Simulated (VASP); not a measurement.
# Dy3GaS2 (P-4m2) in VASP: relaxation of cell and atoms with PBE

Aim: the relaxation of cell and atoms of Dy3GaS2 with PBE.

All numbers are computed with VASP 6.6.1; they aren't measurements. Logs are shortened: lines on timing, memory, paths and dates and some standing lists are left out, and cuts for length are marked.

### 1 The cell of the first run

Symmetry: P-4m2, No. 115, tetragonal system. The conventional cell has a = 5.229 Å, b = 5.229 Å, c = 6.161 Å, α = 90.00°, β = 90.00°, γ = 90.00°. Dy (site symmetry 2mm) has 2 Ga at 2.80 Å and 4 S at 2.80 to 3.34 Å and 2 Dy at 3.34 Å within 3.7 Å. Dy (site symmetry -4m2) has 6 S at 3.08 to 3.70 Å and 4 Dy at 3.34 Å within 4.1 Å. Within 3.7 Å of Ga (site symmetry -4m2) lie 4 Dy at 2.80 Å and 6 S at 3.08 to 3.70 Å. S (site symmetry -4m2) has 2 Ga at 3.08 Å and 8 Dy at 3.34 to 3.70 Å within 4.1 Å. Within 3.7 Å of S (site symmetry -4m2) lie 6 Dy at 2.80 to 3.08 Å and 4 Ga at 3.70 Å.

The cell was generated, and may not be a known phase.

### 2 Relaxation of cell and atoms, PBE

INCAR reads:

```
  ALGO = Normal
  EDIFF = 1E-7
  EDIFFG = -0.08
  ENCUT = 500
  GGA = PE
  GGA_COMPAT = False
  IBRION = 2
  ISIF = 3
  ISMEAR = 0
  LASPH = True
  LCHARG = False
  LMAXMIX = 6
  LREAL = False
  LWAVE = False
  NELM = 200
  NELMIN = 4
  NSW = 36
  PREC = Accurate
  SIGMA = 0.2
```

KPOINTS reads:

```
k-points
0
Gamma
  3 3 3
```

POSCAR reads:

```
Dy3GaS2
1.0
    5.2293859600      0.0000000000      0.0000000000
    0.0000000000      5.2293859600      0.0000000000
    0.0000000000      0.0000000000      6.1610354500
Dy Ga S
3 1 2
Direct
    0.0000000000      0.5000000000      0.6631600600
    0.5000000000      0.0000000000      0.3368399400
    0.5000000000      0.5000000000      0.0000000000
    0.0000000000      0.0000000000      0.5000000000
    0.0000000000      0.0000000000      0.0000000000
    0.5000000000      0.5000000000      0.5000000000
```

Potentials or basis: VASP PAW PBE potentials, release 64 (Dy_3, Ga_d, S), 4f in core.

Run with:

```bash
$ cat potpaw_PBE.64/Dy_3/POTCAR potpaw_PBE.64/Ga_d/POTCAR potpaw_PBE.64/S/POTCAR > POTCAR
$ mpirun -np 1 vasp_std > vasp.out
```

OUTCAR:

```text
EDIFF = 1E-7
   EDIFFG = -0.08
   ENCUT = 500
   GGA = PE
   IBRION = 2
   ISIF = 3
   ISMEAR = 0
   LASPH = True
   LREAL = False
   NELM = 200
   NELMIN = 4
   NSW = 36
   PREC = Accurate

 ion  position               nearest neighbor table
   1  0.000  0.500  0.663-   4 2.80   6 2.80   4 2.80   6 2.80   3 3.34   3 3.34
   2  0.500  0.000  0.337-   4 2.80   6 2.80   6 2.80   4 2.80   3 3.34   3 3.34
   3  0.500  0.500  0.000-   6 3.08   6 3.08   1 3.34   2 3.34   2 3.34   1 3.34
   4  0.000  0.000  0.500-   1 2.80   2 2.80   1 2.80   2 2.80
   5  0.000  0.000  0.000-
   6  0.500  0.500  0.500-   1 2.80   2 2.80   2 2.80   1 2.80   3 3.08   3 3.08

  LATTYP: Found a simple tetragonal cell.
 ALAT       =     5.2293859600
 C/A-ratio  =     1.1781565746

  Lattice vectors:

 A1 = (   5.2293859600,   0.0000000000,   0.0000000000)
 A2 = (   0.0000000000,   5.2293859600,   0.0000000000)
 A3 = (   0.0000000000,   0.0000000000,   6.1610354500)

Analysis of symmetry for initial positions (statically):
=====================================================================
 Subroutine PRICEL returns:
 Original cell was already a primitive cell.

 Routine SETGRP: Setting up the symmetry group for a
 simple tetragonal supercell.

 Subroutine GETGRP returns: Found  8 space group operations
 (whereof  8 operations were pure point group operations)
 out of a pool of 16 trial point group operations.

The static configuration has the point symmetry D_2d.

Analysis of symmetry for dynamics (positions and initial velocities):
=====================================================================
 Subroutine PRICEL returns:
 Original cell was already a primitive cell.

 Routine SETGRP: Setting up the symmetry group for a
 simple tetragonal supercell.

 Subroutine GETGRP returns: Found  8 space group operations
 (whereof  8 operations were pure point group operations)
 out of a pool of 16 trial point group operations.

The dynamic configuration has the point symmetry D_2d.

 Subroutine INISYM returns: Found  8 space group operations
 (whereof  8 operations are pure point group operations),
 and found     1 'primitive' translations

----------------------------------------------------------------------------------------

                                     Primitive cell

  volume of cell :     168.4826

  direct lattice vectors                    reciprocal lattice vectors
     5.229385960  0.000000000  0.000000000     0.191227040  0.000000000  0.000000000
     0.000000000  5.229385960  0.000000000     0.000000000  0.191227040  0.000000000
[... 92 lines left out ...]
   IMIX   =      4    mixing-type and parameters
     AMIX     =   0.40;   BMIX     =  1.00
     AMIX_MAG =   1.60;   BMIX_MAG =  1.00
  volume/ion in A,a.u.               =      28.08       189.50
  Fermi-wavevector in a.u.,A,eV,Ry     =   1.106346  2.090691 16.653547  1.224001
  Thomas-Fermi vector in A             =   2.242845
   LORBIT       =      0    0 simple, 1 ext, 2 COOP (PROOUT), +10 PAW based schemes
   GGA     = PE    functional components
   LHFCALC =     F    Hartree Fock is set to
   AEXX    =    0.0000 exact exchange contribution
   IVDW    =     0    specifies the selected vdW correction
   LEPSILON=     F    determine dielectric tensor
   LRPA    =     F    only Hartree local field effects (RPA)
 conjugate gradient relaxation of ions
 non-spin polarized calculation
 Gauss-broadening in eV      SIGMA  =   0.20
  energy-cutoff  :      500.00
  volume of cell :      168.48
 maximum number of plane-waves:      4294
 NGX is ok and might be reduce to    40
   NGX = 19   NGY = 19   NGZ = 23

--------------------------------------- Ionic step        1  -------------------------------------------

 number of electron      51.9999993 magnetization

 Free energy of the ion-electron system (eV)
  ---------------------------------------------------
  ext. energy  EPLUGINS =         0.00000000
  ---------------------------------------------------
  free energy    TOTEN  =       -26.92760046 eV

  energy without entropy =      -26.81285106  energy(sigma->0) =      -26.87022576

------------------------ aborting loop because EDIFF is reached ----------------------------------------

  FORCE on cell =-STRESS in cart. coord.  units (eV):
  Direction    XX          YY          ZZ          XY          YZ          ZX
  --------------------------------------------------------------------------------------
  -------------------------------------------------------------------------------------
  Total       -0.8855873     -0.8855873     -5.8148831      0.0000000     -0.0000000     -0.0000000
  in kB       -8.4214502     -8.4214502    -55.2963509      0.0000000     -0.0000000     -0.0000000
  external PRESSURE =     -24.0464171 kB  Pullay stress =       0.0000000 kB
[... 101 lines left out ...]
  FREE ENERGIE OF THE ION-ELECTRON SYSTEM (eV)
  ---------------------------------------------------
  free  energy   TOTEN  =       -27.3063358533 eV

  energy  without entropy=      -27.1893051131  energy(sigma->0) =      -27.24782048

 E-fermi :   4.2146     XC(G=0):  -9.8505

 val. band max:        4.2102130868   @ k =   0.3333   0.0000   0.3333
 cond. band min:       4.2204399998   @ k =   0.3333   0.0000   0.0000
 fundamental gap:      0.0102269130
 Fermi energy:         4.2146106369

 k-point     1 :       0.0000    0.0000    0.0000
  band No.  band energies     occupation
      1     -19.9728      2.00000
      2     -19.9728      2.00000
      3     -19.9098      2.00000
      4     -19.3939      2.00000
      5     -19.3260      2.00000
      6     -19.2374      2.00000
[... 193 lines left out ...]
     30       5.6702      0.00000
     31       5.7449      0.00000

[... ionic steps 4 to 12 ...]

--------------------------------------- Ionic step       13  -------------------------------------------

 number of electron      52.0000012 magnetization

------------------------ aborting loop because EDIFF is reached ----------------------------------------
[... 75 lines left out ...]
--------------------------------------- Ionic step       15  -------------------------------------------

 number of electron      52.0000014 magnetization

 Free energy of the ion-electron system (eV)
  ---------------------------------------------------
  ext. energy  EPLUGINS =         0.00000000
  ---------------------------------------------------
  free energy    TOTEN  =       -27.63698836 eV

  energy without entropy =      -27.50196701  energy(sigma->0) =      -27.56947769

 E-fermi :   3.9443     XC(G=0):  -9.6587

 val. band max:        3.9363396405   @ k =   0.3333   0.0000   0.3333
 cond. band min:       3.9943638963   @ k =   0.3333   0.3333   0.0000
 fundamental gap:      0.0580242558
 Fermi energy:         3.9443458727

 k-point     1 :       0.0000    0.0000    0.0000
  band No.  band energies     occupation
      1     -20.4782      2.00000
      2     -20.4782      2.00000
      3     -20.4320      2.00000
      4     -19.6423      2.00000
      5     -19.6308      2.00000
      6     -19.5318      2.00000
[... 226 lines left out ...]
  FREE ENERGIE OF THE ION-ELECTRON SYSTEM (eV)
  ---------------------------------------------------
  free  energy   TOTEN  =       -27.6369883626 eV

  energy  without entropy=      -27.5019670098  energy(sigma->0) =      -27.56947769

 reached required accuracy - stopping structural energy minimisation
```

CONTCAR:

```text
Dy3GaS2
   1.00000000000000
     5.4284143774048266   -0.0000000000000000   -0.0000000000000000
     0.0000000000000000    5.4284143774048266   -0.0000000000000000
    -0.0000000000000000    0.0000000000000000    5.3818780460572047
  Dy              Ga              S
     3     1     2
Direct
     1.0000000000000000    0.5000000000000000    0.5795646323313400
     0.5000000000000000    1.0000000000000000    0.4204353676686599
     0.5000000000000000    0.5000000000000000    0.0000000000000000
     0.0000000000000000    0.0000000000000000    0.5000000000000000
     0.0000000000000000    0.0000000000000000    0.0000000000000000
     0.5000000000000000    0.5000000000000000    0.5000000000000000

  0.00000000E+00  0.00000000E+00  0.00000000E+00
  0.00000000E+00  0.00000000E+00  0.00000000E+00
  0.00000000E+00  0.00000000E+00  0.00000000E+00
  0.00000000E+00  0.00000000E+00  0.00000000E+00
  0.00000000E+00  0.00000000E+00  0.00000000E+00
  0.00000000E+00  0.00000000E+00  0.00000000E+00
```

Wall time 3.9 min (1 thread of AMD EPYC 9R45 (Zen 5), shared host); peak memory 0.26 GiB.

What came out:

```
Free energy                           : -27.6370 eV
Relaxed volume                        : 26.43 Å³/atom
Relaxed cell                          : a = 5.428 Å, b = 5.428 Å, c = 5.382 Å, α = 90.00°, β = 90.00°, γ = 90.00°
Space group after relaxing (to 0.1 Å) : P-4m2 (No. 115)
Energy gained by relaxing             : 118.2 meV/atom
Ionic steps                           : 15
Pressure after relaxing               : 0.2 GPa
Largest force after relaxing          : 0.015 eV/Å
Band gap on the k mesh                : zero (bands 26 and 27 overlap by 0.63 eV)
```

Forces on the atoms (eV/Å):
```
Dy   0.000  0.000  0.015
Dy   0.000  0.000 -0.015
Dy   0.000  0.000  0.000
Ga   0.000  0.000  0.000
S    0.000  0.000  0.000
S    0.000  0.000  0.000
```

Stress tensor (GPa, compression positive):
```
 0.35  0.00  0.00
 0.00  0.35  0.00
 0.00  0.00 -0.25
```

Step by step:
```csv
step,energy change (eV),largest force (eV/Å),pressure (GPa),volume (Å³)
1,0.0000,0.7387,-2.40,168.48
2,-0.2751,0.5077,-0.29,158.33
3,-0.3787,0.3350,2.20,150.04
4,-0.5495,0.3619,1.56,151.42
5,-0.5668,0.3797,1.48,151.94
6,-0.6053,0.3755,-0.38,157.56
7,-0.6056,0.3748,-0.52,158.05
8,-0.6263,0.3279,-0.39,157.76
9,-0.6539,0.1895,0.05,157.01
10,-0.6753,0.1588,0.11,157.03
11,-0.6977,0.0919,0.42,156.99
12,-0.6984,0.0988,0.37,157.00
13,-0.7071,0.0580,-0.36,159.75
14,-0.7071,0.0574,-0.39,159.80
15,-0.7094,0.0153,0.15,158.59
```

Final structure:
```xyz
6
Lattice="5.4284 0.0000 0.0000 0.0000 5.4284 0.0000 0.0000 0.0000 5.3819" Properties=species:S:1:pos:R:3 pbc="T T T"
Dy    5.4284    2.7142    3.1191
Dy    2.7142    5.4284    2.2627
Dy    2.7142    2.7142    0.0000
Ga    0.0000    0.0000    2.6909
S     0.0000    0.0000    0.0000
S     2.7142    2.7142    2.6909
```

Caveat: the k points lie up to 0.39 Å⁻¹ apart in the final cell, too coarse for converged energies and pressures of a metal; spin-orbit coupling is left out, which moves the levels of the heavy elements; the 4f electrons are frozen in the core, so they carry no moment and show no levels; the run has no spin polarisation, though such a crystal can be magnetic.

The gap in the log of VASP goes by the Fermi energy; the results here count the filled bands.